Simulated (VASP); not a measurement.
# In3GaP4 (P1) in VASP: notebook

Runs on In3GaP4. Level: PBEsol. Tasks: single point.

Program: VASP 6.6.1. These are calculated values, not measurements. Logs are shortened: lines on timing, memory, paths and dates and some standing lists are left out, and cuts for length are marked.

## 1. The cell of the first run

The typed cell holds 8 atoms: a = 3.833 Å, b = 3.833 Å, c = 13.997 Å, α = 90.00°, β = 90.00°, γ = 120.00°.

## 2. Single point, PBEsol

File INCAR:

```
SYSTEM = In3GaP4
PREC     = Accurate       ! precision mode
ENCUT    = 520            ! plane-wave cutoff, eV
EDIFF    = 1E-7           ! SCF threshold, eV
ISMEAR   = -1             ! smearing method
SIGMA    = 0.05           ! smearing width, eV
LREAL    = .False.        ! projectors in reciprocal space
LASPH    = .True.         ! aspherical terms in the spheres
NELM     = 80             ! most SCF steps
ALGO     = Normal         ! electronic algorithm
ISIF     = 2              ! what is computed and relaxed
LWAVE    = .False.        ! write WAVECAR
LCHARG   = .True.         ! write CHGCAR
GGA      = PS             ! functional
LELF     = .True.         ! ELF
LVHAR    = .True.       
NBANDS   = 46             ! bands
```

File KPOINTS:

```
regular mesh
0
Gamma
  4 4 1
  0 0 0
```

File POSCAR:

```
In3GaP4
1.0
    3.8334610000      0.0000000000      0.0000000000
   -1.9167310000      3.3198750000      0.0000000000
    0.0000000000      0.0000000000     13.9968150000
Ga In P
1 3 4
Direct
    0.3457450000      0.6170070000      0.9977900000
    0.2866750000      0.6886300000      0.4824490000
    0.6725340000      0.3685420000      0.2238570000
    0.6827920000      0.3113940000      0.7374980000
    0.3455830000      0.7324950000      0.1713500000
    0.3882830000      0.6436340000      0.6854580000
    0.6566390000      0.3132030000      0.4237170000
    0.6822950000      0.3065860000      0.9227480000
```

Potentials or basis: VASP PAW PBE potentials, release 64 (Ga_d, In_d, P).

Launch:

```bash
> cat potpaw_PBE.64/Ga_d/POTCAR potpaw_PBE.64/In_d/POTCAR potpaw_PBE.64/P/POTCAR > POTCAR
> mpirun -np 1 vasp_std > vasp.out
```

OUTCAR:

```text
SYSTEM = In3GaP4
   PREC = Accurate
   ENCUT = 520
   EDIFF = 1E-7
   ISMEAR = -1
   LREAL = .False.
   LASPH = .True.
   NELM = 80
   ISIF = 2
   GGA = PS

 ion  position               nearest neighbor table
   1  0.346  0.617  0.998-   8 2.39   8 2.44   5 2.47   8 2.52
   2  0.287  0.689  0.482-   7 2.24   7 2.26   7 2.61   6 2.88
   3  0.673  0.369  0.224-   5 2.24   5 2.35   5 2.41   7 2.80
   4  0.683  0.311  0.737-   6 2.21   6 2.34   6 2.45   8 2.59
   5  0.346  0.732  0.171-   3 2.24   3 2.35   3 2.41   1 2.47
   6  0.388  0.644  0.685-   4 2.21   4 2.34   4 2.45   2 2.88
   7  0.657  0.313  0.424-   2 2.24   2 2.26   2 2.61   3 2.80
   8  0.682  0.307  0.923-   1 2.39   1 2.44   1 2.52   4 2.59

  LATTYP: Found a hexagonal cell.
 ALAT       =     3.8334610000
 C/A-ratio  =     3.6512214419

  Lattice vectors:

 A1 = (   3.8334610000,   0.0000000000,   0.0000000000)
 A2 = (  -1.9167310000,   3.3198750000,   0.0000000000)
 A3 = (   0.0000000000,   0.0000000000,  13.9968150000)

Analysis of symmetry for initial positions (statically):
=====================================================================
 Subroutine PRICEL returns:
 Original cell was already a primitive cell.

 Routine SETGRP: Setting up the symmetry group for a
 hexagonal supercell.

 Subroutine GETGRP returns: Found  1 space group operations
 (whereof  1 operations were pure point group operations)
 out of a pool of 24 trial point group operations.

The static configuration has the point symmetry C_1 .

Analysis of symmetry for dynamics (positions and initial velocities):
=====================================================================
 Subroutine PRICEL returns:
 Original cell was already a primitive cell.

 Routine SETGRP: Setting up the symmetry group for a
 hexagonal supercell.

 Subroutine GETGRP returns: Found  1 space group operations
 (whereof  1 operations were pure point group operations)
 out of a pool of 24 trial point group operations.

The dynamic configuration has the point symmetry C_1 .

 Subroutine INISYM returns: Found  1 space group operations
 (whereof  1 operations are pure point group operations),
 and found     1 'primitive' translations

----------------------------------------------------------------------------------------

                                     Primitive cell

  volume of cell :     178.1320

[... 89 lines left out ...]
   IBRION =     -1    ionic relax: 0-MD 1-quasi-New 2-CG
   NFREE  =      0    steps in history (QN), initial steepest desc. (CG)
   ISIF   =      2    stress and relaxation
   ISYM   =      2    0-nonsym 1-usesym 2-fastsym
   POTIM  = 0.5000    time-step for ionic-motion
   TEBEG  =    0.0;   TEEND  =   0.0 temperature during run
   PSTRESS=    0.0 pullay stress
   NELECT =      72.0000    total number of electrons
   NUPDOWN=      -1.0000    fix difference up-down
   EMIN   =  10.00;   EMAX   =-10.00  energy-range for DOS
   EFERMI =   0.00;   METHOD = LEGACY
   ISMEAR =    -1;   SIGMA  =   0.05  broadening in eV -4-tet -1-fermi 0-gaus
   EFERMI_NEDOS =   21; number of points for ismear=-14 and -15
   IALGO  =     38    algorithm
   IMIX   =      4    mixing-type and parameters
     AMIX     =   0.40;   BMIX     =  1.00
     AMIX_MAG =   1.60;   BMIX_MAG =  1.00
  volume/ion in A,a.u.               =      22.27       150.26
  Fermi-wavevector in a.u.,A,eV,Ry     =   1.210426  2.287374 19.934327  1.465132
  Thomas-Fermi vector in A             =   2.345973
   LORBIT       =      0    0 simple, 1 ext, 2 COOP (PROOUT), +10 PAW based schemes
   GGA     = PS    functional components
   LHFCALC =     F    Hartree Fock is set to
   AEXX    =    0.0000 exact exchange contribution
   IVDW    =     0    specifies the selected vdW correction
   LEPSILON=     F    determine dielectric tensor
   LRPA    =     F    only Hartree local field effects (RPA)
 non-spin polarized calculation
  energy-cutoff  :      520.00
  volume of cell :      178.13
 maximum number of plane-waves:      4815
 NGX is ok and might be reduce to    30
   NGX = 15   NGY = 15   NGZ = 53

 number of electron      72.0000006 magnetization

 Free energy of the ion-electron system (eV)
  ---------------------------------------------------
  ext. energy  EPLUGINS =         0.00000000
  ---------------------------------------------------
  free energy    TOTEN  =       -33.92988178 eV

  energy without entropy =      -33.92739372  energy(sigma->0) =      -33.92863775

 E-fermi :   6.5171     XC(G=0):  -9.9085

 val. band max:        6.3675193853   @ k =   0.0000   0.0000   0.0000
 cond. band min:       6.6657476388   @ k =   0.0000   0.0000   0.0000
 fundamental gap:      0.2982282535
 Fermi energy:         6.5170674172

 k-point     1 :       0.0000    0.0000    0.0000
  band No.  band energies     occupation
      1      -9.4031      2.00000
      2      -9.2204      2.00000
      3      -9.1629      2.00000
      4      -9.0537      2.00000
      5      -8.9422      2.00000
      6      -8.9158      2.00000
[... 479 lines left out ...]
     45      11.2598      0.00000
     46      11.5520      0.00000

------------------------ aborting loop because EDIFF is reached ----------------------------------------

  FORCE on cell =-STRESS in cart. coord.  units (eV):
  Direction    XX          YY          ZZ          XY          YZ          ZX
  --------------------------------------------------------------------------------------
  -------------------------------------------------------------------------------------
  Total       18.0022243     25.6486591     -4.7025296      0.8595248      0.0107093      2.6042960
  in kB      161.9178567    230.6923772    -42.2960797      7.7308455      0.0963231     23.4238845
  external PRESSURE =     116.7713848 kB  Pullay stress =       0.0000000 kB

 VOLUME and BASIS-vectors are now :
 -----------------------------------------------------------------------------
  energy-cutoff  :      520.00
  volume of cell :      178.13
      direct lattice vectors                 reciprocal lattice vectors
     3.833461000  0.000000000  0.000000000     0.260860877  0.150608119  0.000000000
    -1.916731000  3.319875000  0.000000000     0.000000000  0.301216160  0.000000000
     0.000000000  0.000000000 13.996815000     0.000000000  0.000000000  0.071444825

 POSITION                                       TOTAL-FORCE (eV/Angst)
 -----------------------------------------------------------------------------------
      0.14276      2.04839     13.96588        -0.364409      0.635039     -1.297027
     -0.22096      2.28617      6.75275         2.334810     -1.612132      2.577968
      1.87174      1.22351      3.13329        -0.350092      1.816967      2.472983
      2.02060      1.03379     10.32262         2.563343     -0.569798      1.972135
     -0.07922      2.43179      2.39835         0.550191     -2.206755     -2.211162
      0.25479      2.13678      9.59423        -2.885152      0.702641     -2.867001
      1.91687      1.03979      5.93069        -2.081568      1.627783     -2.473025
      2.02791      1.01783     12.91553         0.232877     -0.393745      1.825129
 -----------------------------------------------------------------------------------
    total drift:                               -0.000902      0.000092      0.000555

  FREE ENERGIE OF THE ION-ELECTRON SYSTEM (eV)
  ---------------------------------------------------
  free  energy   TOTEN  =       -33.9298817823 eV

  energy  without entropy=      -33.9273937201  energy(sigma->0) =      -33.92863775
```

stdout:

```text
POSCAR found type information on POSCAR GaInP
 POSCAR found :  3 types and       8 ions
 scaLAPACK will be used
 -----------------------------------------------------------------------------
|                                                                             |
|                                                                             |
|     You enforced a specific xc type in the INCAR file but a different       |
|     I HOPE YOU KNOW WHAT YOU ARE DOING!                                     |
|                                                                             |
 -----------------------------------------------------------------------------

 LDA part: xc-table for (Slater+PW92), standard interpolation
 POSCAR, INCAR and KPOINTS ok, starting setup
 FFT: planning ... GRIDC
 FFT: planning ... GRID_SOFT
 FFT: planning ... GRID
 WAVECAR not read
 entering main loop
```

Wall time 3.9 min (1 thread of Intel Xeon 8259CL, shared host); peak memory 0.33 GiB.

What came out:

```
Free energy            : -33.9299 eV
Pressure               : 11.7 GPa
Largest force          : 4.128 eV/Å
Band gap on the k mesh : 0.30 eV
```

Forces in eV/Å, atoms in the order of the input:
```
Ga  -0.364  0.635 -1.297
In   2.335 -1.612  2.578
In  -0.350  1.817  2.473
In   2.563 -0.570  1.972
P    0.550 -2.207 -2.211
P   -2.885  0.703 -2.867
P   -2.082  1.628 -2.473
P    0.233 -0.394  1.825
```

Stress tensor (GPa, compression positive):
```
16.19  0.77  2.34
 0.77 23.07  0.01
 2.34  0.01 -4.23
```

Levels at points of the mesh, in eV from the valence-band top:
```
           k point  band 32  band 33  band 34  band 35  band 36  band 37  band 38  band 39  band 40  band 41
(0.00, 0.00, 0.00)    -0.94    -0.50    -0.32    -0.20     0.00     0.30     1.45     2.09     2.36     3.16
(0.50, 0.00, 0.00)    -2.77    -2.61    -2.36    -2.01    -1.48     0.83     1.01     1.42     1.54     2.18
(0.00, 0.50, 0.00)    -2.74    -2.60    -2.34    -2.02    -1.54     0.68     0.83     1.48     1.91     2.28
(0.50, 0.50, 0.00)    -2.69    -2.63    -2.39    -2.27    -1.45     0.56     0.99     1.36     2.00     2.09
```

Caveat: the k points lie up to 0.47 Å⁻¹ apart; semilocal functionals underestimate gaps, and a narrow one can read as zero; the PAW data sets were made with another functional, which shifts forces and pressure a little; spin-orbit coupling is left out, which moves the levels of the heavy elements.

## 3. Single point, PBEsol

File INCAR:

```
ALGO = Normal
EDIFF = 1E-7
ENCUT = 520
GGA = PS
ISIF = 2
ISMEAR = -1
LASPH = T
LCHARG = F
LREAL = F
LWAVE = F
NBANDS = 46
NELECT = 66.0
NELM = 60
PREC = Accurate
SIGMA = 0.05
```

File KPOINTS:

```
k-points
0
Gamma
  4 4 1
```

POSCAR is that of step 2.

Potentials or basis: VASP PAW PBE potentials, release 64 (Ga_d, In_d, P).

Launch:

```bash
> cat potpaw_PBE.64/Ga_d/POTCAR potpaw_PBE.64/In_d/POTCAR potpaw_PBE.64/P/POTCAR > POTCAR
> mpirun -np 1 vasp_std > vasp.out
```

Run time: 4.5 min. Hardware: 1 thread of Intel Xeon 8259CL, shared host; peak memory 0.33 GiB.

It converged, with:

| Quantity | Value |
| --- | --- |
| Free energy | -61.9785 eV |
| Largest force | 3.449 eV/Å |

Forces on the atoms (eV/Å):
```
Ga  -0.182  0.375  0.620
In   1.643 -1.230  2.771
In  -0.307  1.608  2.738
In   2.119 -0.588  2.123
P    0.347 -1.710 -2.661
P   -2.079  0.535 -2.671
P   -1.628  1.245 -2.700
P    0.088 -0.235 -0.221
```

Levels at points of the mesh, in eV from the Fermi level:
| k point | band 30 | band 31 | band 32 | band 33 | band 34 | band 35 | band 36 | band 37 | band 38 | band 39 |
| --- | --- | --- | --- | --- | --- | --- | --- | --- | --- | --- |
| (0.00, 0.00, 0.00) | 1.02 | 1.08 | 1.12 | 1.36 | 1.47 | 1.64 | 1.76 | 3.00 | 4.28 | 4.59 |
| (0.50, 0.00, 0.00) | -0.69 | -0.66 | -0.41 | -0.27 | -0.10 | 0.23 | 0.42 | 3.71 | 3.95 | 4.24 |
| (0.00, 0.50, 0.00) | -0.63 | -0.60 | -0.42 | -0.28 | -0.13 | 0.12 | 0.39 | 3.49 | 3.86 | 4.46 |
| (0.50, 0.50, 0.00) | -0.66 | -0.51 | -0.37 | -0.29 | -0.19 | -0.06 | 0.39 | 3.55 | 3.83 | 4.44 |

Caveat: the k points lie up to 0.47 Å⁻¹ apart, too coarse for converged energies and pressures of a metal; the cell carries a net charge on a neutralising background, which shifts energy and pressure; the cell is charged against a uniform background, so pressure and absolute levels hang on convention; the PAW data sets were made with another functional, which shifts forces and pressure a little; spin-orbit coupling is left out, which moves the levels of the heavy elements.

(Continued in part 2 of 2.)
